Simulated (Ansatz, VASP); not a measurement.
One calculation of Ta, two programs

```
Ta
1.0
     0.00000    2.56976    2.56976
     2.56976    0.00000    2.56976
     2.56976    2.56976    0.00000
Ta
2
Direct
  0.87500 0.87500 0.87500
  0.12500 0.12500 0.12500
```

Change from the starting cell: volume scaled by 0.65, LAPW.

Alike in both runs: task single point; functional LDA; k mesh 13 × 13 × 13; occupations fermi-dirac, width 0.08 eV; no spin polarisation.

|  | VASP | Ansatz |
| --- | --- | --- |
| version | VASP 6.6.1 | Ansatz 0.2.0 |
| potentials or method | VASP PAW LDA potentials, release 64 (Ta_pv), cutoff 520 eV | all-electron LAPW, scalar-relativistic |

Ansatz gave:

| Item | Value |
| --- | --- |
| pressure (GPa) | 78.6 |

**Question.** Which values does VASP return?

**Answer.** Pressure (GPa): 82.4.

LDA's correlation is that of Perdew and Zunger in VASP and of Perdew and Wang (1992) in Ansatz. Both programs put the cell under a high pressure, so it lies far from rest at this level. Ansatz ran all-electron here, and VASP with PAW potentials.

Spin-orbit coupling is off throughout. Noted on VASP's run: the cell as given lies far from equilibrium.
